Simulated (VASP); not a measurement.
# Fe2O3 (R-3c) in VASP: settings compared, part 2 of 2

VASP 6.6.1.

## Step 3: Single point, PBE, collinear spin, ferromagnetic start

INCAR

```
SYSTEM = Fe2O3
ALGO = Normal
EDIFF = 1E-6
ENCUT = 600
GGA = PE
GGA_COMPAT = .FALSE.
ISIF = 2
ISMEAR = -1
ISPIN = 2
KPAR = 4
LASPH = .TRUE.
LCHARG = .FALSE.
LMAXMIX = 4
LORBIT = 11
LREAL = .FALSE.
LWAVE = .FALSE.
MAGMOM = 2.43 0.37 1.46 2.42 0 0 0 0 0 0
NBANDS = 49
NELM = 200
PREC = Accurate
SIGMA = 0.05
```

KPOINTS

```
k-points
0
G
  7 7 7
  0 0 0
```

POSCAR

```
Fe2O3
1.0
    2.5190000000      1.4543453281      4.5906666667
   -2.5190000000      1.4543453281      4.5906666667
    0.0000000000     -2.9086906562      4.5906666667
Fe O
4 6
Direct
    0.3553000000      0.3553000000      0.3553000000
    0.1447000000      0.1447000000      0.1447000000
    0.6447000000      0.6447000000      0.6447000000
    0.8553000000      0.8553000000      0.8553000000
    0.5559000000      0.2500000000      0.9441000000
    0.2500000000      0.9441000000      0.5559000000
    0.9441000000      0.5559000000      0.2500000000
    0.4441000000      0.7500000000      0.0559000000
    0.7500000000      0.0559000000      0.4441000000
    0.0559000000      0.4441000000      0.7500000000
```

Potentials or basis: VASP PAW PBE potentials, release 64 (Fe, O).

The run is started by

```bash
$ cat potpaw_PBE.64/Fe/POTCAR potpaw_PBE.64/O/POTCAR > POTCAR
$ mpirun -np 4 vasp_std > vasp.out
```

OUTCAR:

```text
SYSTEM = Fe2O3
   EDIFF = 1E-6
   ENCUT = 600
   GGA = PE
   ISIF = 2
   ISMEAR = -1
   ISPIN = 2
   LASPH = .TRUE.
   LORBIT = 11
   LREAL = .FALSE.
   NELM = 200
   PREC = Accurate

 ion  position               nearest neighbor table
   1  0.355  0.355  0.355-   9 1.95  10 1.95   8 1.95   7 2.12   5 2.12   6 2.12   2 2.90   3 2.97
                             3 2.97   3 2.97
   2  0.145  0.145  0.145-   8 1.95  10 1.95   9 1.95   7 2.12   5 2.12   6 2.12   1 2.90   4 2.97
                             4 2.97   4 2.97
   3  0.645  0.645  0.645-   6 1.95   7 1.95   5 1.95  10 2.12   9 2.12   8 2.12   4 2.90   1 2.97
                             1 2.97   1 2.97
   4  0.855  0.855  0.855-   5 1.95   7 1.95   6 1.95  10 2.12   9 2.12   8 2.12   3 2.90   2 2.97
                             2 2.97   2 2.97
[... 2622 lines left out ...]
     -0.97788     -1.45435      5.73833         0.201181     -0.429391     -0.161573
 -----------------------------------------------------------------------------------
    total drift:                               -0.000000      0.000000     -0.000620

  FREE ENERGIE OF THE ION-ELECTRON SYSTEM (eV)
  ---------------------------------------------------
  free  energy   TOTEN  =       -73.4586968782 eV

  energy  without entropy=      -73.3829146943  energy(sigma->0) =      -73.42080579

 total charge

# of ion       s       p       d       tot
------------------------------------------
    1        0.363   0.507   5.979   6.850
    2        0.345   0.487   6.181   7.013
    3        0.345   0.487   6.181   7.013
    4        0.363   0.507   5.979   6.849
    5        1.565   3.389   0.000   4.953
    6        1.565   3.389   0.000   4.953
    7        1.565   3.389   0.000   4.953
    8        1.565   3.389   0.000   4.953
    9        1.565   3.389   0.000   4.953
   10        1.565   3.389   0.000   4.953
--------------------------------------------------
tot         10.803  22.320  24.321  57.443

 magnetization (x)

# of ion       s       p       d       tot
------------------------------------------
    1        0.019   0.030   3.212   3.261
    2        0.008   0.010   0.203   0.221
    3        0.008   0.010   0.202   0.221
    4        0.019   0.030   3.214   3.263
    5        0.011   0.068   0.000   0.079
    6        0.011   0.068   0.000   0.079
    7        0.011   0.068   0.000   0.079
    8        0.011   0.068   0.000   0.079
    9        0.011   0.068   0.000   0.079
   10        0.011   0.068   0.000   0.079
--------------------------------------------------
tot          0.120   0.491   6.830   7.441
```

Run time: 21 min. Hardware: 4 MPI ranks of Intel Xeon Platinum 8259CL at 2.50GHz (Skylake/Cascade Lake), shared host; peak memory 0.74 GiB.

Results:

```
Free energy                                           : -73.4587 eV
Pressure                                              : -15.0 GPa
Largest force                                         : 1.272 eV/Å
Net moment                                            : 7.66 μB per cell
Site moments                                          : Fe +3.26, +0.22 (each value once); O +0.08 μB
Valence electrons inside the program's atomic spheres : Fe 6.85, 7.01 (each value once); O 4.95
```

Forces on the atoms (eV/Å):
```
Fe   0.000  0.000 -0.788
Fe   0.000  0.000  1.272
Fe   0.000  0.000  1.272
Fe   0.000  0.000 -0.786
O   -0.272  0.388 -0.162
O    0.472  0.041 -0.162
O   -0.200 -0.429 -0.162
O   -0.472  0.040 -0.162
O    0.271  0.389 -0.162
O    0.201 -0.429 -0.162
```

Stress tensor (GPa, compression positive):
```
-15.04   0.00   0.00
  0.00 -15.04   0.00
  0.00   0.00 -14.88
```

Caveat: the cell stands under tension; semilocal functionals often make such compounds metallic where correlation or magnetic order opens a gap, which also shifts bond lengths; the run started ferromagnetic, and an antiferromagnetic order may lie lower in energy; forces of over 1 eV/Å act on the atoms, so gaps and moduli don't describe the material at rest.

## Step 4: Single point, PBE, collinear spin, ferromagnetic start

This run uses another cell than the first one, of 8.75 Å³/atom.

INCAR

```
SYSTEM = Fe2O3
PREC = Accurate ; ENCUT = 600
EDIFF = 1E-6 ; ISMEAR = -1
SIGMA = 0.05 ; LREAL = .False.
LASPH = .True. ; NELM = 200
ALGO = Normal ; ISIF = 2
LWAVE = .False. ; LCHARG = .False.
ISPIN = 2 ; MAGMOM = 3 3 3 3 0 0 0 0 0 0
LORBIT = 11 ; LMAXMIX = 4
GGA = PE ; NBANDS = 49
GGA_COMPAT = .False.
```

KPOINTS

```
Automatic mesh
0
Gamma
  7 7 7
  0 0 0
```

POSCAR

```
Fe2O3
1.0
    2.3863714913      1.3777722229      4.4363739302
   -2.3863714913      1.3777722229      4.4363739302
    0.0000000000     -2.7555444458      4.4363739302
Fe O
4 6
Direct
    0.3454997534      0.3454997534      0.3454997534
    0.1545002466      0.1545002466      0.1545002466
    0.6545002466      0.6545002466      0.6545002466
    0.8454997534      0.8454997534      0.8454997534
    0.5631242108      0.2500000000      0.9368757892
    0.2500000000      0.9368757892      0.5631242108
    0.9368757892      0.5631242108      0.2500000000
    0.4368757892      0.7500000000      0.0631242108
    0.7500000000      0.0631242108      0.4368757892
    0.0631242108      0.4368757892      0.7500000000
```

The run is started by

```bash
$ cat potpaw_PBE.64/Fe/POTCAR potpaw_PBE.64/O/POTCAR > POTCAR
$ mpirun -np 1 vasp_std > vasp.out
```

Run time: 15 min. Hardware: 1 thread of Intel Xeon Platinum 8488C (Sapphire Rapids), shared host; peak memory 0.52 GiB.

The run converged. Its results:

```yaml
Free_energy: -74.6667 eV
Pressure: 1.3 GPa
Largest_force: 0.040 eV/Å
Band_gap_on_the_k_mesh: zero (filled and empty bands overlap)
Net_moment: 4.00 μB per cell
Site_moments: Fe +0.94; O +0.03 μB
Valence_electrons_inside_the_program's_atomic_spheres: Fe 7.37; O 5.01
```

Forces on the atoms (eV/Å):
```
Fe   0.000  0.000  0.040
Fe   0.000  0.000 -0.040
Fe   0.000  0.000 -0.040
Fe   0.000  0.000  0.040
O    0.010  0.017  0.000
O    0.010 -0.017  0.000
O   -0.020  0.000  0.000
O   -0.010 -0.017  0.000
O   -0.010  0.017  0.000
O    0.020  0.000  0.000
```

Levels at points of the mesh, in eV from the Fermi level:
Spin up:
| k point | band 32 | band 33 | band 34 | band 35 | band 36 | band 37 | band 38 | band 39 | band 40 | band 41 |
| --- | --- | --- | --- | --- | --- | --- | --- | --- | --- | --- |
| (0.00, 0.00, 0.00) | -1.48 | -1.03 | -0.62 | -0.56 | -0.56 | 0.43 | 0.43 | 0.60 | 0.60 | 2.24 |
Spin down:
| k point | band 30 | band 31 | band 32 | band 33 | band 34 | band 35 |
| --- | --- | --- | --- | --- | --- | --- |
| (0.00, 0.00, 0.00) | -0.66 | -0.66 | -0.31 | 0.30 | 0.30 | 0.45 |

Caveat: semilocal functionals often make such compounds metallic where correlation or magnetic order opens a gap, which also shifts bond lengths; the run started ferromagnetic, and an antiferromagnetic order may lie lower in energy.

## Step 5: Single point, PBE exchange alone, collinear spin, ferromagnetic start

This run uses another cell than the first one, of 9.69 Å³/atom.

INCAR

```
SYSTEM = Fe2O3
PREC     = Accurate       ! precision mode
ENCUT    = 600            ! plane-wave cutoff, eV
EDIFF    = 1E-6           ! SCF threshold, eV
ISMEAR   = -1             ! smearing method
SIGMA    = 0.05           ! smearing width, eV
LREAL    = .FALSE.        ! projectors in reciprocal space
LASPH    = .TRUE.         ! aspherical terms in the spheres
NELM     = 200            ! most SCF steps
ALGO     = Normal         ! electronic algorithm
ISIF     = 2              ! what is computed and relaxed
LWAVE    = .FALSE.        ! write WAVECAR
LCHARG   = .FALSE.        ! write CHGCAR
ISPIN    = 2              ! spin polarisation
MAGMOM   = 3 3 3 3 0 0 0 0 0 0 ! initial moments
LORBIT   = 11             ! projections on sites
LMAXMIX  = 4              ! l up to which the mixer works
GGA      = PE             ! functional
ALDAC    = 0.0          
AGGAC    = 0.0          
NBANDS   = 49             ! bands
GGA_COMPAT= .FALSE.
```

KPOINTS

```
regular mesh
0
G
  7 7 7
  0 0 0
```

POSCAR

```
Fe2O3
1.0
    2.4849552861      1.4346896034      4.5286230251
   -2.4849552861      1.4346896034      4.5286230251
    0.0000000000     -2.8693792067      4.5286230251
Fe O
4 6
Direct
    0.3553000000      0.3553000000      0.3553000000
    0.1447000000      0.1447000000      0.1447000000
    0.6447000000      0.6447000000      0.6447000000
    0.8553000000      0.8553000000      0.8553000000
    0.5559000000      0.2500000000      0.9441000000
    0.2500000000      0.9441000000      0.5559000000
    0.9441000000      0.5559000000      0.2500000000
    0.4441000000      0.7500000000      0.0559000000
    0.7500000000      0.0559000000      0.4441000000
    0.0559000000      0.4441000000      0.7500000000
```

The run is started by

```bash
$ cat potpaw_PBE.64/Fe/POTCAR potpaw_PBE.64/O/POTCAR > POTCAR
$ mpirun -np 1 vasp_std > vasp.out
```

Run time: 10 min. Hardware: 1 thread of AMD EPYC 9R45 (Zen 5), shared host; peak memory 0.59 GiB.

Results (log left out):

```yaml
Free_energy: -62.6932 eV
Pressure: 32.8 GPa
Largest_force: 0.607 eV/Å
Band_gap_on_the_k_mesh: zero (filled and empty bands overlap)
Net_moment: 16.03 μB per cell
Site_moments: Fe +3.53; O +0.23 μB
Valence_electrons_inside_the_program's_atomic_spheres: Fe 6.92; O 5.04
```

Forces in eV/Å, atoms in the order of the input:
```
Fe   0.000  0.000 -0.607
Fe   0.000  0.000  0.607
Fe   0.000  0.000  0.607
Fe   0.000  0.000 -0.607
O    0.051  0.089  0.000
O    0.051 -0.089  0.000
O   -0.102  0.000  0.000
O   -0.051 -0.089  0.000
O   -0.051  0.089  0.000
O    0.102  0.000  0.000
```

Stress tensor (GPa, compression positive):
```
34.30  0.00  0.00
 0.00 34.30  0.00
 0.00  0.00 29.92
```

Levels at points of the mesh, in eV from the Fermi level:
Spin up:
```csv
k point,band 38,band 39,band 40,band 41,band 42,band 43,band 44,band 45,band 46,band 47
"(0.00, 0.00, 0.00)",-1.36,-0.92,-0.92,-0.01,-0.01,0.57,0.57,4.27,8.16,10.24
```
Spin down:
```
           k point  band 22  band 23  band 24  band 25  band 26  band 27  band 28  band 29  band 30  band 31
(0.00, 0.00, 0.00)    -2.37    -2.37    -2.36    -0.11    -0.10    -0.10     0.27     0.27     0.29     0.29
```

Caveat: the cell stands under pressure; semilocal functionals often make such compounds metallic where correlation or magnetic order opens a gap, which also shifts bond lengths; the run started ferromagnetic, and an antiferromagnetic order may lie lower in energy.

## Step 6: The runs side by side

| level | potentials or basis | cell | gap on the mesh (eV) | pressure (GPa) | moment (μB) | largest force (eV/Å) |
| --- | --- | --- | --- | --- | --- | --- |
| RPBE | VASP PAW PBE potentials, release 64 (Fe_sv, O) | a = 5.435 Å, angles 55.2°, 10 atoms, atomic positions A | none | 2.2 | 15.22 | 0.76 |
| PBE | VASP PAW PBE potentials, release 64 (Fe, O) | a = 5.435 Å, angles 55.2°, 10 atoms, atomic positions A | none | -15.0 | 7.66 | 1.27 |
| PBE | VASP PAW PBE potentials, release 64 (Fe, O) | a = 5.222 Å, angles 54.4°, 10 atoms, atomic positions B | none | 1.3 | 4.00 | 0.04 |
| PBE exchange alone | VASP PAW PBE potentials, release 64 (Fe, O) | a = 5.361 Å, angles 55.2°, 10 atoms, atomic positions A | none | 32.8 | 16.03 | 0.61 |

Alike in all rows: task single point; spin collinear, ferromagnetic start; k mesh 7 × 7 × 7; cutoff (eV) 600; smearing fermi-dirac 0.05 eV.

Caveats: semilocal functionals often make such compounds metallic where correlation or magnetic order opens a gap, which also shifts bond lengths; the run started ferromagnetic, and an antiferromagnetic order may lie lower in energy; the PAW data sets were made with another functional, which shifts forces and pressure a little (at least some runs); the cell stands under tension (at least some runs); forces of over 1 eV/Å act on the atoms, so gaps and moduli don't describe the material at rest (at least some runs); the cell stands under pressure (at least some runs).

Total energies depend on the potentials used, so only differences within one code and one set of settings carry meaning.
